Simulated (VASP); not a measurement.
# GaP (F-43m) in VASP: notebook

GaP is run at these levels: PBEsol; tasks: density of states, electric field gradients.

Program: VASP 6.6.1. These are calculated values, not measurements. Logs are shortened: lines on timing, memory, paths and dates and some standing lists are left out, and cuts for length are marked.

## Step 1: The cell of the first run

The structure is cubic, space group F-43m (No. 216). Conventional cell: a = 5.451 Å, b = 5.451 Å, c = 5.451 Å, α = 90.00°, β = 90.00°, γ = 90.00°. Ga (site symmetry -43m) has 4 P at 2.36 Å within 3.1 Å. Within 3.1 Å of P (site symmetry -43m) lie 4 Ga at 2.36 Å.

## Step 2: Density of states, PBEsol

POSCAR

```
GaP
1.0
    0.0000000000      2.7252500000      2.7252500000
    2.7252500000      0.0000000000      2.7252500000
    2.7252500000      2.7252500000      0.0000000000
Ga P
1 1
Direct
    0.0000000000      0.0000000000      0.0000000000
    0.7500000000      0.7500000000      0.7500000000
```

INCAR.step1

```
  PREC = Accurate
  ENCUT = 520
  EDIFF = 1E-6
  ISMEAR = -1
  SIGMA = 0.08
  LREAL = False
  LASPH = True
  NELM = 100
  ALGO = Normal
  ISIF = 2
  LWAVE = False
  LCHARG = True
  GGA = PS
  NBANDS = 16
```

KPOINTS.step1

```
Automatic mesh
0
Gamma
  12 12 12
```

INCAR.step2

```
  PREC = Accurate
  ENCUT = 520
  EDIFF = 1E-6
  ISMEAR = -5
  SIGMA = 0.08
  LREAL = False
  LASPH = True
  NELM = 100
  ALGO = Normal
  ISIF = 2
  LWAVE = False
  LCHARG = False
  GGA = PS
  LORBIT = 11
  NBANDS = 16
  NEDOS = 1001
  ICHARG = 11
```

KPOINTS.step2

```
Automatic mesh
0
Gamma
  18 18 18
```

Potentials or basis: VASP PAW PBE potentials, release 64 (Ga_d, P).

Launch:

```console
> cat potpaw_PBE.64/Ga_d/POTCAR potpaw_PBE.64/P/POTCAR > POTCAR
> cp INCAR.step1 INCAR
> cp KPOINTS.step1 KPOINTS
> mpirun -np 1 vasp_std > vasp.out
> cp INCAR.step2 INCAR
> cp KPOINTS.step2 KPOINTS
> mpirun -np 1 vasp_std > vasp.out
```

OUTCAR:

```text
PREC = Accurate
   ENCUT = 520
   EDIFF = 1E-6
   ISMEAR = -5
   LREAL = False
   LASPH = True
   NELM = 100
   ISIF = 2
   GGA = PS
   LORBIT = 11
   ICHARG = 11

 ion  position               nearest neighbor table
   1  0.000  0.000  0.000-   2 2.36   2 2.36   2 2.36   2 2.36
   2  0.750  0.750  0.750-   1 2.36   1 2.36   1 2.36   1 2.36

  LATTYP: Found a face centered cubic cell.
 ALAT       =     5.4505000000

  Lattice vectors:

 A1 = (   0.0000000000,   2.7252500000,   2.7252500000)
 A2 = (   2.7252500000,   0.0000000000,   2.7252500000)
 A3 = (   2.7252500000,   2.7252500000,   0.0000000000)

Analysis of symmetry for initial positions (statically):
[... 5 lines left out ...]
 face centered cubic supercell.

 Subroutine GETGRP returns: Found 24 space group operations
 (whereof 24 operations were pure point group operations)
 out of a pool of 48 trial point group operations.

The static configuration has the point symmetry T_d .

Analysis of symmetry for dynamics (positions and initial velocities):
[... 5 lines left out ...]
 face centered cubic supercell.

 Subroutine GETGRP returns: Found 24 space group operations
 (whereof 24 operations were pure point group operations)
 out of a pool of 48 trial point group operations.

The dynamic configuration has the point symmetry T_d .

 Subroutine INISYM returns: Found 24 space group operations
 (whereof 24 operations are pure point group operations),
 and found     1 'primitive' translations

----------------------------------------------------------------------------------------

                                     Primitive cell

  volume of cell :      40.4808

  direct lattice vectors                    reciprocal lattice vectors
     0.000000000  2.725250000  2.725250000    -0.183469406  0.183469406  0.183469406
     2.725250000  0.000000000  2.725250000     0.183469406 -0.183469406  0.183469406
     2.725250000  2.725250000  0.000000000     0.183469406  0.183469406 -0.183469406

  length of vectors
     3.854085511  3.854085511  3.854085511     0.317778334  0.317778334  0.317778334

  position of ions in fractional coordinates (direct lattice)
     0.000000000  0.000000000  0.000000000
     0.750000000  0.750000000  0.750000000

  ion indices of the primitive-cell ions
   primitive index   ion index
                 1           1
                 2           2

----------------------------------------------------------------------------------------

 KPOINTS: Automatic mesh

Automatic generation of k-mesh.
 Grid dimensions read from file:
 generate k-points for:   18   18   18

 Generating k-lattice:

  Cartesian coordinates                     Fractional coordinates (reciprocal lattice)
    -0.010192745  0.010192745  0.010192745     0.055555556  0.000000000  0.000000000
     0.010192745 -0.010192745  0.010192745     0.000000000  0.055555556  0.000000000
     0.010192745  0.010192745 -0.010192745     0.000000000  0.000000000  0.055555556

  Length of vectors
     0.017654352  0.017654352  0.017654352

  Shift w.r.t. Gamma in fractional coordinates (k-lattice)
     0.000000000  0.000000000  0.000000000

 TETIRR: Found    806 inequivalent tetrahedra from    34992

 Subroutine IBZKPT returns following result:
 ===========================================

 Found    195 irreducible k-points:

 Following reciprocal coordinates:
            Coordinates               Weight
  0.000000  0.000000  0.000000      1.000000
  0.055556  0.000000  0.000000      8.000000
  0.111111  0.000000  0.000000      8.000000
  0.166667  0.000000  0.000000      8.000000
  0.222222  0.000000  0.000000      8.000000
  0.277778  0.000000  0.000000      8.000000
[... 16 lines left out ...]
 -0.277778  0.055556  0.000000     24.000000
 -0.222222  0.055556  0.000000     24.000000
 [... further k-points ...]
   k-points           NKPTS =    195   k-points in BZ     NKDIM =    195   number of bands    NBANDS=     16
   number of dos      NEDOS =   1001   number of ions     NIONS =      2
   total plane-waves  NPLWV =  27000
   dimension x,y,z NGX =    30 NGY =   30 NGZ =   30
   dimension x,y,z NGXF=    60 NGYF=   60 NGZF=   60
   ions per type =               1   1
   NGX,Y,Z   is equivalent  to a cutoff of  12.94, 12.94, 12.94 a.u.
   NGXF,Y,Z  is equivalent  to a cutoff of  25.88, 25.88, 25.88 a.u.
 SYSTEM =  unknown system
   PREC   = accura    normal or accurate (medium, high low for compatibility)
   ISTART =      0    job   : 0-new  1-cont  2-samecut
   ICHARG =     11    charge: 1-file 2-atom 10-const
   ISPIN  =      1    spin polarized calculation?
   LNONCOLLINEAR =      F non collinear calculations
   LSORBIT =      F    spin-orbit coupling
   LASPH  =      T    aspherical Exc in radial PAW
   ENCUT  =  520.0 eV  38.22 Ry    6.18 a.u.   7.17  7.17  7.17*2*pi/ulx,y,z
   NELM   =    100;   NELMIN=  2; NELMDL=  0     # of ELM steps
   EDIFF  = 0.1E-05   stopping-criterion for ELM
   LREAL  =      F    real-space projection
   EDIFFG = 0.1E-04   stopping-criterion for IOM
   NSW    =      0    number of steps for IOM
   IBRION =     -1    ionic relax: 0-MD 1-quasi-New 2-CG
   NFREE  =      0    steps in history (QN), initial steepest desc. (CG)
   ISIF   =      2    stress and relaxation
   ISYM   =      2    0-nonsym 1-usesym 2-fastsym
   POTIM  = 0.5000    time-step for ionic-motion
   TEBEG  =    0.0;   TEEND  =   0.0 temperature during run
   PSTRESS=    0.0 pullay stress
   NELECT =      18.0000    total number of electrons
   NUPDOWN=      -1.0000    fix difference up-down
   EMIN   =  10.00;   EMAX   =-10.00  energy-range for DOS
   EFERMI =   0.00;   METHOD = LEGACY
   ISMEAR =    -5;   SIGMA  =   0.08  broadening in eV -4-tet -1-fermi 0-gaus
   EFERMI_NEDOS =   21; number of points for ismear=-14 and -15
   IALGO  =     38    algorithm
   IMIX   =      4    mixing-type and parameters
     AMIX     =   0.40;   BMIX     =  1.00
     AMIX_MAG =   1.60;   BMIX_MAG =  1.00
  volume/ion in A,a.u.               =      20.24       136.59
  Fermi-wavevector in a.u.,A,eV,Ry     =   1.249538  2.361284 21.243377  1.561344
  Thomas-Fermi vector in A             =   2.383574
   LORBIT       =     11    0 simple, 1 ext, 2 COOP (PROOUT), +10 PAW based schemes
   GGA     = PS    functional components
   LHFCALC =     F    Hartree Fock is set to
   AEXX    =    0.0000 exact exchange contribution
   IVDW    =     0    specifies the selected vdW correction
   LEPSILON=     F    determine dielectric tensor
   LRPA    =     F    only Hartree local field effects (RPA)
 non-spin polarized calculation
 Fermi weights with tetrahedron method with Bloechl corrections
  energy-cutoff  :      520.00
  volume of cell :       40.48
 maximum number of plane-waves:      1113
 NGX is ok and might be reduce to    30

 number of electron      17.9999989 magnetization

 Free energy of the ion-electron system (eV)
  ---------------------------------------------------
  ext. energy  EPLUGINS =         0.00000000
  ---------------------------------------------------
  free energy    TOTEN  =        -9.92503769 eV

  energy without entropy =       -9.92503769  energy(sigma->0) =       -9.92503769

 E-fermi :   4.5927     XC(G=0): -10.0217

 val. band max:        4.5654834684   @ k =   0.0000   0.0000   0.0000
 cond. band min:       6.0393146227   @ k =   0.4444   0.4444   0.0000
 fundamental gap:      1.4738311543
 Fermi energy:         4.5927378383

 k-point     1 :       0.0000    0.0000    0.0000
  band No.  band energies     occupation
      1      -9.9721      2.00000
      2      -9.9721      2.00000
      3      -9.9721      2.00000
      4      -9.8698      2.00000
      5      -9.8698      2.00000
      6      -7.9569      2.00000
[... 8 lines left out ...]
     15      14.3394      0.00000
     16      14.3394      0.00000

 k-point     2 :       0.0556    0.0000    0.0000
  band No.  band energies     occupation
      1      -9.9751      2.00000
      2      -9.9711      2.00000
      3      -9.9711      2.00000
      4      -9.8698      2.00000
      5      -9.8698      2.00000
      6      -7.9163      2.00000
[... 8 lines left out ...]
     15      14.1430      0.00000
     16      14.1430      0.00000

 k-point     3 :       0.1111    0.0000    0.0000
  band No.  band energies     occupation
      1      -9.9833      2.00000
      2      -9.9683      2.00000
      3      -9.9683      2.00000
      4      -9.8698      2.00000
      5      -9.8698      2.00000
      6      -7.7955      2.00000
[... 8 lines left out ...]
     15      13.7694      0.00000
     16      13.8967      0.00000

 k-point     4 :       0.1667    0.0000    0.0000
  band No.  band energies     occupation
      1      -9.9954      2.00000
      2      -9.9642      2.00000
      3      -9.9642      2.00000
      4      -9.8697      2.00000
      5      -9.8697      2.00000
      6      -7.5984      2.00000
[... 8 lines left out ...]
     15      13.4783      0.00000
     16      14.4143      0.00000

 k-point     5 :       0.2222    0.0000    0.0000
  band No.  band energies     occupation
      1     -10.0094      2.00000
      2      -9.9595      2.00000
      3      -9.9595      2.00000
      4      -9.8691      2.00000
      5      -9.8691      2.00000
      6      -7.3316      2.00000
[... 8 lines left out ...]
     15      13.4115      0.00000
     16      14.3998      0.00000

 k-point     6 :       0.2778    0.0000    0.0000
  band No.  band energies     occupation
      1     -10.0235      2.00000
      2      -9.9550      2.00000
      3      -9.9550      2.00000
      4      -9.8679      2.00000
      5      -9.8679      2.00000
      6      -7.0064      2.00000
[... 8 lines left out ...]
     15      13.6408      0.00000
     16      14.1637      0.00000
[... 267 lines left out ...]
 k-point    21 :      -0.3889    0.0556    0.0000
  band No.  band energies     occupation
      1     -10.0491      2.00000
      2      -9.9474      2.00000
      3      -9.9473      2.00000
      4      -9.8655      2.00000
      5      -9.8633      2.00000
      6      -6.1380      2.00000
[... 8 lines left out ...]
     15      14.6568      0.00000
     16      15.9921      0.00000

 k-point    22 :      -0.3333    0.0556    0.0000
  band No.  band energies     occupation
      1     -10.0406      2.00000
      2      -9.9499      2.00000
      3      -9.9491      2.00000
      4      -9.8678      2.00000
      5      -9.8643      2.00000
      6      -6.4874      2.00000
[... 8 lines left out ...]
     15      14.2476      0.00000
     16      15.2045      0.00000

 k-point    23 :      -0.2778    0.0556    0.0000
  band No.  band energies     occupation
      1     -10.0291      2.00000
      2      -9.9536      2.00000
      3      -9.9520      2.00000
      4      -9.8698      2.00000
      5      -9.8656      2.00000
      6      -6.8555      2.00000
[... 8 lines left out ...]
     15      14.1937      0.00000
     16      14.6420      0.00000

 k-point    24 :      -0.2222    0.0556    0.0000
  band No.  band energies     occupation
      1     -10.0159      2.00000
      2      -9.9581      2.00000
      3      -9.9558      2.00000
      4      -9.8710      2.00000
      5      -9.8669      2.00000
      6      -7.1954      2.00000
[... 8 lines left out ...]
     15      13.8935      0.00000
     16      14.6924      0.00000

 [... further k-points ...]
[... 5 lines left out ...]
  --------------------------------------------------------------------------------------
  -------------------------------------------------------------------------------------
  Total       -0.1683213     -0.1683213     -0.1683213      0.0000000      0.0000000     -0.0000000
  in kB       -6.6619399     -6.6619399     -6.6619399      0.0000000      0.0000000     -0.0000000
  external PRESSURE =      -6.6619399 kB  Pullay stress =       0.0000000 kB

 VOLUME and BASIS-vectors are now :
 -----------------------------------------------------------------------------
  energy-cutoff  :      520.00
  volume of cell :       40.48
      direct lattice vectors                 reciprocal lattice vectors
     0.000000000  2.725250000  2.725250000    -0.183469406  0.183469406  0.183469406
     2.725250000  0.000000000  2.725250000     0.183469406 -0.183469406  0.183469406
     2.725250000  2.725250000  0.000000000     0.183469406  0.183469406 -0.183469406

 POSITION                                       TOTAL-FORCE (eV/Angst)
 -----------------------------------------------------------------------------------
      0.00000      0.00000      0.00000        -0.000000     -0.000000     -0.000000
      4.08788      4.08788      4.08788         0.000000      0.000000      0.000000
 -----------------------------------------------------------------------------------
    total drift:                               -0.000000     -0.000000     -0.000000

  FREE ENERGIE OF THE ION-ELECTRON SYSTEM (eV)
  ---------------------------------------------------
  free  energy   TOTEN  =        -9.9250376944 eV

  energy  without entropy=       -9.9250376944  energy(sigma->0) =       -9.92503769

 total charge

# of ion       s       p       d       tot
------------------------------------------
    1        0.865   0.853  10.012  11.730
    2        1.018   1.507   0.000   2.525
--------------------------------------------------
tot          1.883   2.360  10.012  14.255
```

Wall time 55 s (1 thread of AMD EPYC 9R45 (Zen 5), shared host); peak memory 0.22 GiB.

Results:

```
Valence electrons inside the program's atomic spheres : Ga 11.73; P 2.52
```

Caveat: the PAW data sets were made with another functional, which shifts forces and pressure a little.

(Part 1 of 3 ends here.)
